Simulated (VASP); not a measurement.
# Au (Im-3m) in VASP: further runs

Runs on Au. Level: LDA. Tasks: single point.

Program: VASP 6.6.1. These are calculated values, not measurements. Logs are shortened: lines on timing, memory, paths and dates and some standing lists are left out, and cuts for length are marked.

## Step 1: The cell of the first run

The structure is cubic, space group Im-3m (No. 229). Conventional cell: a = 3.097 Å, b = 3.097 Å, c = 3.097 Å, α = 90.00°, β = 90.00°, γ = 90.00°. Au (site symmetry m-3m) has 14 Au at 2.68 to 3.10 Å within 3.5 Å.

## Step 2: Single point, LDA

INCAR reads:

```
SYSTEM = Au
  PREC = Accurate
  ENCUT = 520
  EDIFF = 1E-6
  ISMEAR = -1
  SIGMA = 0.05
  LREAL = .False.
  LASPH = .True.
  NELM = 60
  ALGO = Normal
  ISIF = 2
  LWAVE = .False.
  LCHARG = .False.
  NBANDS = 12
```

KPOINTS reads:

```
Automatic mesh
0
Gamma
  9 9 9
  0 0 0
```

POSCAR reads:

```
Au
1.0
   -1.5484297997      1.5484297997      1.5484297997
    1.5484297997     -1.5484297997      1.5484297997
    1.5484297997      1.5484297997     -1.5484297997
Au
1
Direct
    0.0000000000      0.0000000000      0.0000000000
```

Potentials or basis: VASP PAW LDA potentials, release 64 (Au).

Run with:

```bash
$ cat potpaw_LDA.64/Au/POTCAR > POTCAR
$ mpirun -np 1 vasp_std > vasp.out
```

OUTCAR:

```text
SYSTEM = Au
   PREC = Accurate
   ENCUT = 520
   EDIFF = 1E-6
   ISMEAR = -1
   LREAL = .False.
   LASPH = .True.
   NELM = 60
   ISIF = 2

 ion  position               nearest neighbor table
   1  0.000  0.000  0.000-

  LATTYP: Found a body centered cubic cell.
 ALAT       =     3.0968595994

  Lattice vectors:

 A1 = (  -1.5484297997,   1.5484297997,   1.5484297997)
 A2 = (   1.5484297997,  -1.5484297997,   1.5484297997)
 A3 = (   1.5484297997,   1.5484297997,  -1.5484297997)

Analysis of symmetry for initial positions (statically):
=====================================================================
 Subroutine PRICEL returns:
 Original cell was already a primitive cell.

 Routine SETGRP: Setting up the symmetry group for a
 body centered cubic supercell.

 Subroutine GETGRP returns: Found 48 space group operations
 (whereof 48 operations were pure point group operations)
 out of a pool of 48 trial point group operations.

The static configuration has the point symmetry O_h .

Analysis of symmetry for dynamics (positions and initial velocities):
=====================================================================
 Subroutine PRICEL returns:
 Original cell was already a primitive cell.

 Routine SETGRP: Setting up the symmetry group for a
 body centered cubic supercell.

 Subroutine GETGRP returns: Found 48 space group operations
 (whereof 48 operations were pure point group operations)
 out of a pool of 48 trial point group operations.

The dynamic configuration has the point symmetry O_h .

 Subroutine INISYM returns: Found 48 space group operations
 (whereof 48 operations are pure point group operations),
 and found     1 'primitive' translations

----------------------------------------------------------------------------------------

                                     Primitive cell

  volume of cell :      14.8503

  direct lattice vectors                    reciprocal lattice vectors
    -1.548429800  1.548429800  1.548429800     0.000000000  0.322907761  0.322907761
     1.548429800 -1.548429800  1.548429800     0.322907761  0.000000000  0.322907761
     1.548429800  1.548429800 -1.548429800     0.322907761  0.322907761  0.000000000

  length of vectors
     2.681959085  2.681959085  2.681959085     0.456660535  0.456660535  0.456660535

  position of ions in fractional coordinates (direct lattice)
     0.000000000  0.000000000  0.000000000

  ion indices of the primitive-cell ions
   primitive index   ion index
                 1           1

----------------------------------------------------------------------------------------

 KPOINTS: Automatic mesh

Automatic generation of k-mesh.
 Grid dimensions read from file:
 generate k-points for:    9    9    9

 Generating k-lattice:

  Cartesian coordinates                     Fractional coordinates (reciprocal lattice)
     0.000000000  0.035878640  0.035878640     0.111111111  0.000000000  0.000000000
     0.035878640  0.000000000  0.035878640     0.000000000  0.111111111  0.000000000
     0.035878640  0.035878640  0.000000000     0.000000000  0.000000000  0.111111111

  Length of vectors
     0.050740059  0.050740059  0.050740059

  Shift w.r.t. Gamma in fractional coordinates (k-lattice)
     0.000000000  0.000000000  0.000000000

 Subroutine IBZKPT returns following result:
 ===========================================

 Found     35 irreducible k-points:

 Following reciprocal coordinates:
            Coordinates               Weight
  0.000000  0.000000  0.000000      1.000000
  0.111111  0.000000  0.000000     12.000000
  0.222222  0.000000  0.000000     12.000000
  0.333333  0.000000  0.000000     12.000000
  0.444444  0.000000  0.000000     12.000000
  0.111111  0.111111  0.000000     24.000000
[... 16 lines left out ...]
 -0.333333  0.444444  0.111111     48.000000
 -0.444444 -0.444444  0.111111     24.000000
 [... further k-points ...]
   k-points           NKPTS =     35   k-points in BZ     NKDIM =     35   number of bands    NBANDS=     12
   number of dos      NEDOS =    301   number of ions     NIONS =      1
   total plane-waves  NPLWV =   8000
   dimension x,y,z NGX =    20 NGY =   20 NGZ =   20
   dimension x,y,z NGXF=    40 NGYF=   40 NGZF=   40
   ions per type =               1
   NGX,Y,Z   is equivalent  to a cutoff of  12.40, 12.40, 12.40 a.u.
   NGXF,Y,Z  is equivalent  to a cutoff of  24.79, 24.79, 24.79 a.u.
 SYSTEM =  Au
   PREC   = accura    normal or accurate (medium, high low for compatibility)
   ISTART =      0    job   : 0-new  1-cont  2-samecut
   ICHARG =      2    charge: 1-file 2-atom 10-const
   ISPIN  =      1    spin polarized calculation?
   LNONCOLLINEAR =      F non collinear calculations
   LSORBIT =      F    spin-orbit coupling
   LASPH  =      T    aspherical Exc in radial PAW
   ENCUT  =  520.0 eV  38.22 Ry    6.18 a.u.   4.99  4.99  4.99*2*pi/ulx,y,z
   NELM   =     60;   NELMIN=  2; NELMDL= -5     # of ELM steps
   EDIFF  = 0.1E-05   stopping-criterion for ELM
   LREAL  =      F    real-space projection
   EDIFFG = 0.1E-04   stopping-criterion for IOM
   NSW    =      0    number of steps for IOM
   IBRION =     -1    ionic relax: 0-MD 1-quasi-New 2-CG
   NFREE  =      0    steps in history (QN), initial steepest desc. (CG)
   ISIF   =      2    stress and relaxation
   ISYM   =      2    0-nonsym 1-usesym 2-fastsym
   POTIM  = 0.5000    time-step for ionic-motion
   TEBEG  =    0.0;   TEEND  =   0.0 temperature during run
   PSTRESS=    0.0 pullay stress
   NELECT =      11.0000    total number of electrons
   NUPDOWN=      -1.0000    fix difference up-down
   EMIN   =  10.00;   EMAX   =-10.00  energy-range for DOS
   EFERMI =   0.00;   METHOD = LEGACY
   ISMEAR =    -1;   SIGMA  =   0.05  broadening in eV -4-tet -1-fermi 0-gaus
   EFERMI_NEDOS =   21; number of points for ismear=-14 and -15
   IALGO  =     38    algorithm
   IMIX   =      4    mixing-type and parameters
     AMIX     =   0.40;   BMIX     =  1.00
     AMIX_MAG =   1.60;   BMIX_MAG =  1.00
  volume/ion in A,a.u.               =      14.85       100.21
  Fermi-wavevector in a.u.,A,eV,Ry     =   1.481247  2.799151 29.852451  2.194093
  Thomas-Fermi vector in A             =   2.595181
   LORBIT       =      0    0 simple, 1 ext, 2 COOP (PROOUT), +10 PAW based schemes
   GGA     = CA    functional components
   LHFCALC =     F    Hartree Fock is set to
   AEXX    =    0.0000 exact exchange contribution
   IVDW    =     0    specifies the selected vdW correction
   LEPSILON=     F    determine dielectric tensor
   LRPA    =     F    only Hartree local field effects (RPA)
 non-spin polarized calculation
  energy-cutoff  :      520.00
  volume of cell :       14.85
 maximum number of plane-waves:       414
   NGX =  9   NGY =  9   NGZ =  9

 number of electron      11.0000003 magnetization

 Free energy of the ion-electron system (eV)
  ---------------------------------------------------
  ext. energy  EPLUGINS =         0.00000000
  ---------------------------------------------------
  free energy    TOTEN  =        -4.25754499 eV

  energy without entropy =       -4.25276782  energy(sigma->0) =       -4.25515640

 E-fermi :  11.6425     XC(G=0): -13.7949

 val. band max:       11.5464253496   @ k =  -0.4444   0.4444   0.1111
 cond. band min:      11.7062613084   @ k =  -0.3333   0.4444   0.1111
 fundamental gap:      0.1598359587
 Fermi energy:        11.6425466525

 k-point     1 :       0.0000    0.0000    0.0000
  band No.  band energies     occupation
      1       0.3483      2.00000
      2       6.0673      2.00000
      3       6.0673      2.00000
      4       6.0673      2.00000
      5       8.5086      2.00000
      6       8.5086      2.00000
      7      28.1783      0.00000
      8      28.1783      0.00000
      9      28.1783      0.00000
     10      38.4264      0.00000
     11      38.4264      0.00000
     12      38.6740      0.00000

 k-point     2 :       0.1111    0.0000    0.0000
  band No.  band energies     occupation
      1       0.8576      2.00000
      2       5.8840      2.00000
      3       6.0703      2.00000
      4       6.4650      2.00000
      5       8.2987      2.00000
      6       8.5232      2.00000
      7      28.3151      0.00000
      8      28.3414      0.00000
      9      28.9086      0.00000
     10      34.7525      0.00000
     11      34.9971      0.00000
     12      37.1533      0.00000

 k-point     3 :       0.2222    0.0000    0.0000
  band No.  band energies     occupation
      1       2.1441      2.00000
      2       5.4475      2.00000
      3       6.1205      2.00000
      4       7.5759      2.00000
      5       8.0857      2.00000
      6       8.5827      2.00000
      7      26.1882      0.00000
      8      27.4508      0.00000
      9      30.8985      0.00000
     10      33.3976      0.00000
     11      33.4530      0.00000
     12      34.0560      0.00000
[... 286 lines left out ...]
 k-point    23 :      -0.3333    0.4444    0.1111
  band No.  band energies     occupation
      1       4.1724      2.00000
      2       5.3940      2.00000
      3       6.2178      2.00000
      4       7.7766      2.00000
      5       9.2878      2.00000
      6      11.7063      0.43705
      7      19.5842      0.00000
      8      23.6147      0.00000
      9      27.8623      0.00000
     10      31.5225      0.00000
     11      35.5894      0.00000
     12      38.8005      0.00000

 k-point    24 :      -0.4444   -0.4444    0.1111
  band No.  band energies     occupation
      1       4.0775      2.00000
      2       5.4366      2.00000
      3       6.2771      2.00000
      4       7.8557      2.00000
      5       9.9153      2.00000
      6      14.3704      0.00000
      7      16.1611      0.00000
      8      22.6199      0.00000
      9      27.2603      0.00000
     10      32.7075      0.00000
     11      34.8091      0.00000
     12      38.6959      0.00000

 [... further k-points ...]
[... 5 lines left out ...]
  --------------------------------------------------------------------------------------
  -------------------------------------------------------------------------------------
  Total        2.8545756      2.8545756      2.8545756      0.0000000      0.0000000     -0.0000000
  in kB      307.9764997    307.9764997    307.9764997      0.0000000      0.0000000     -0.0000000
  external PRESSURE =     307.9764997 kB  Pullay stress =       0.0000000 kB

 VOLUME and BASIS-vectors are now :
 -----------------------------------------------------------------------------
  energy-cutoff  :      520.00
  volume of cell :       14.85
      direct lattice vectors                 reciprocal lattice vectors
    -1.548429800  1.548429800  1.548429800     0.000000000  0.322907761  0.322907761
     1.548429800 -1.548429800  1.548429800     0.322907761  0.000000000  0.322907761
     1.548429800  1.548429800 -1.548429800     0.322907761  0.322907761  0.000000000

 POSITION                                       TOTAL-FORCE (eV/Angst)
 -----------------------------------------------------------------------------------
      0.00000      0.00000      0.00000        -0.000000      0.000000     -0.000000
 -----------------------------------------------------------------------------------
    total drift:                                0.000000     -0.000000      0.000000

  FREE ENERGIE OF THE ION-ELECTRON SYSTEM (eV)
  ---------------------------------------------------
  free  energy   TOTEN  =        -4.2575449926 eV

  energy  without entropy=       -4.2527678170  energy(sigma->0) =       -4.25515640
```

It took 2.3 s on 1 thread of Intel Xeon 6975P-C, shared host; peak memory 0.12 GiB.

Results:

```yaml
Free_energy: -4.2575 eV
Pressure: 30.8 GPa
```

Caveat: spin-orbit coupling is left out, which moves the levels of the heavy elements.

## Step 3: Single point, LDA

This run uses another cell than the first one, of 16.67 Å³/atom, 1.123 times its volume.

INCAR reads:

```
SYSTEM = Au
ALGO = Normal ; EDIFF = 1E-7
ENCUT = 520 ; GGA = CA
ISIF = 2 ; ISMEAR = -1
LASPH = .True. ; LCHARG = .False.
LREAL = .False. ; LWAVE = .False.
NBANDS = 12 ; NELM = 60
PREC = Accurate ; SIGMA = 0.05
```

KPOINTS reads:

```
k-points
0
Gamma
  9 9 9
  0 0 0
```

POSCAR reads:

```
Au
1.0
   -1.6093672892      1.6093672892      1.6093672892
    1.6093672892     -1.6093672892      1.6093672892
    1.6093672892      1.6093672892     -1.6093672892
Au
1
Direct
    0.0000000000      0.0000000000      0.0000000000
```

Potentials or basis: VASP PAW LDA potentials, release 64 (Au).

Run with:

```bash
$ cat potpaw_LDA.64/Au/POTCAR > POTCAR
$ mpirun -np 1 vasp_std > vasp.out
```

It took 2.6 s on 1 thread of Intel Xeon 6975P-C, shared host; peak memory 0.13 GiB.

It converged, with:

```
Free energy : -4.4165 eV
Pressure    : 0.5 GPa
```

Levels at points of the mesh, in eV from the Fermi level:
| k point | band 3 | band 4 | band 5 | band 6 | band 7 | band 8 |
| --- | --- | --- | --- | --- | --- | --- |
| (0.00, 0.00, 0.00) | -4.84 | -4.84 | -2.81 | -2.81 | 16.63 | 16.63 |

Caveat: spin-orbit coupling is left out, which moves the levels of the heavy elements.

## Step 4: Single point, LDA

This run uses another cell than the first one, of 15.91 Å³/atom, 1.071 times its volume.

INCAR reads:

```
PREC = Accurate
ENCUT = 520
EDIFF = 1E-7
ISMEAR = -1
SIGMA = 0.05
LREAL = F
LASPH = T
NELM = 80
ALGO = Normal
ISIF = 2
LWAVE = F
LCHARG = T
GGA = CA
LELF = T
LVHAR = T
NBANDS = 12
```

KPOINTS reads:

```
regular mesh
0
Gamma
  9 9 9
```

POSCAR reads:

```
Au
1.0
   -1.5844312059      1.5844312059      1.5844312059
    1.5844312059     -1.5844312059      1.5844312059
    1.5844312059      1.5844312059     -1.5844312059
Au
1
Direct
    0.0000000000      0.0000000000      0.0000000000
```

Potentials or basis: VASP PAW LDA potentials, release 64 (Au).

Run with:

```bash
$ cat potpaw_LDA.64/Au/POTCAR > POTCAR
$ mpirun -np 1 vasp_std > vasp.out
```

OUTCAR:

```text
PREC = Accurate
   ENCUT = 520
   EDIFF = 1E-7
   ISMEAR = -1
   LREAL = F
   LASPH = T
   NELM = 80
   ISIF = 2
   GGA = CA

 ion  position               nearest neighbor table
   1  0.000  0.000  0.000-

  LATTYP: Found a body centered cubic cell.
 ALAT       =     3.1688624118

  Lattice vectors:

 A1 = (  -1.5844312059,   1.5844312059,   1.5844312059)
 A2 = (   1.5844312059,  -1.5844312059,   1.5844312059)
 A3 = (   1.5844312059,   1.5844312059,  -1.5844312059)

[... 527 lines left out ...]
      3       5.4417      2.00000
      4       6.8250      2.00000
      5       8.6472      2.00000
      6      12.9867      0.00000
      7      14.4398      0.00000
      8      20.8854      0.00000
      9      25.6079      0.00000
     10      31.0270      0.00000
     11      32.6416      0.00000
     12      36.2423      0.00000

 [... further k-points ...]
[... 5 lines left out ...]
  --------------------------------------------------------------------------------------
  -------------------------------------------------------------------------------------
  Total        1.0492557      1.0492557      1.0492557     -0.0000000      0.0000000     -0.0000000
  in kB      105.6602860    105.6602860    105.6602860     -0.0000000      0.0000000     -0.0000000
  external PRESSURE =     105.6602860 kB  Pullay stress =       0.0000000 kB

 VOLUME and BASIS-vectors are now :
 -----------------------------------------------------------------------------
  energy-cutoff  :      520.00
  volume of cell :       15.91
      direct lattice vectors                 reciprocal lattice vectors
    -1.584431206  1.584431206  1.584431206     0.000000000  0.315570659  0.315570659
     1.584431206 -1.584431206  1.584431206     0.315570659  0.000000000  0.315570659
     1.584431206  1.584431206 -1.584431206     0.315570659  0.315570659  0.000000000

 POSITION                                       TOTAL-FORCE (eV/Angst)
 -----------------------------------------------------------------------------------
      0.00000      0.00000      0.00000        -0.000000      0.000000      0.000000
 -----------------------------------------------------------------------------------
    total drift:                                0.000000      0.000000      0.000000

  FREE ENERGIE OF THE ION-ELECTRON SYSTEM (eV)
  ---------------------------------------------------
  free  energy   TOTEN  =        -4.3906358111 eV

  energy  without entropy=       -4.3840544598  energy(sigma->0) =       -4.38734514
```

stdout:

```text
POSCAR found type information on POSCAR Au
 POSCAR found :  1 types and       1 ions
 scaLAPACK will be used
 LDA part: xc-table for (Slater(with rela. corr.)+CA(PZ))
 , standard interpolation
 POSCAR, INCAR and KPOINTS ok, starting setup
 FFT: planning ... GRIDC
 FFT: planning ... GRID_SOFT
 FFT: planning ... GRID
 WAVECAR not read
 entering main loop
```

Wall time 2.5 s (1 thread of Intel Xeon 6975P-C, shared host); peak memory 0.12 GiB.

Results:

```
Free energy : -4.3906 eV
Pressure    : 10.6 GPa
```

Levels at points of the mesh, in eV from the Fermi level:
| k point | band 3 | band 4 | band 5 | band 6 | band 7 | band 8 | band 9 | band 10 |
| --- | --- | --- | --- | --- | --- | --- | --- | --- |
| (0.00, 0.00, 0.00) | -5.12 | -5.12 | -2.93 | -2.93 | 16.61 | 16.61 | 16.61 | 25.68 |

Caveat: spin-orbit coupling is left out, which moves the levels of the heavy elements.

## Step 5: Summary

| cell | gap on the mesh (eV) | pressure (GPa) |
| --- | --- | --- |
| a = 2.682 Å, angles 109.5°, 1 atom | none | 30.8 |
| a = 2.788 Å, angles 109.5°, 1 atom | none | 0.5 |
| a = 2.744 Å, angles 109.5°, 1 atom | none | 10.6 |

Alike in all rows: task single point; level LDA; potentials or basis VASP PAW LDA potentials, release 64 (Au); no spin polarisation; k mesh 9 × 9 × 9; cutoff (eV) 520; smearing fermi-dirac 0.05 eV.

Caveats: spin-orbit coupling is left out, which moves the levels of the heavy elements.

Total energies depend on the potentials used, so only differences within one code and one set of settings carry meaning.
